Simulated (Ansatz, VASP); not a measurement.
Two plane-wave programs on P

INCAR

```
PREC = Accurate
ENCUT = 520
EDIFF = 1E-7
ISMEAR = 0
SIGMA = 0.05
LREAL = False
LASPH = True
NELM = 80
ALGO = Normal
ISIF = 2
LWAVE = False
LCHARG = False
GGA = PS
NBANDS = 18
```

File KPOINTS:

```
regular mesh
0
Gamma
  8 1 6
```

POSCAR

```
P
1.0
    3.2837277200      0.0000000000      0.0000000000
    0.0000000000     34.8570309900      0.0000000000
    0.0000000000      0.0000000000      4.6320847100
P
4
Direct
    0.0511672295      0.9702614300      0.5598438786
    0.0000000000      0.0297385700      0.4078492800
    0.5000000000      0.0297385700      0.0921507200
    0.5000000000      0.9702614300      0.9078492800
```

Input for Ansatz:

```yaml
crystal:
  lattice:
    - [3.28372772, 0.0, 0.0]
    - [0.0, 34.85703099, 0.0]
    - [0.0, 0.0, 4.63208471]
  atoms:
    - { symbol: P, position: [0.0511672295, 0.97026143, 0.5598438786] }
    - { symbol: P, position: [0.0, 0.02973857, 0.40784928] }
    - { symbol: P, position: [0.5, 0.02973857, 0.09215072] }
    - { symbol: P, position: [0.5, 0.97026143, 0.90784928] }
basis:
  ecutwfc: 420
kpoints:
  mp_grid: { grid: [8, 1, 6] }
hamiltonian:
  xc: pbesol
scf:
  occupations: { method: gaussian, width: 0.05 }
output:
  forces: true
  stress: true
  eigenvalues: true
  write_density: true
  write_potential: true
  elf: true
  volumetric_format: npy
```

Alike in both runs: task single point; functional PBEsol; k mesh 8 × 1 × 6; occupations gaussian, width 0.05 eV; no spin polarisation.

|  | VASP | Ansatz |
| --- | --- | --- |
| version | VASP 6.6.1 | Ansatz 0.2.0 |
| potentials or method | VASP PAW PBE potentials, release 64 (P), cutoff 520 eV | scalar-relativistic, plane waves, PAW |
| valence electrons in the cell | 20 | 20 |

Ansatz gave:

| Item | Value |
| --- | --- |
| gap on the k mesh at the Fermi level (eV) | 0.88 |
| least direct gap on the mesh (eV) | 1.10 |
| rms of the force components (eV/Å) | 0.665 |

Q: Estimate VASP's values.

A: gap on the k mesh at the Fermi level (eV): 0.90; least direct gap on the mesh (eV): 1.12; rms of the force components (eV/Å): 0.665.

VASP's potentials were made for PBE, not for PBEsol. Atom by atom the forces differ by 0.012 eV/Å (rms over components). The functional is the same, so the differences come from potentials, cutoffs and numerics.
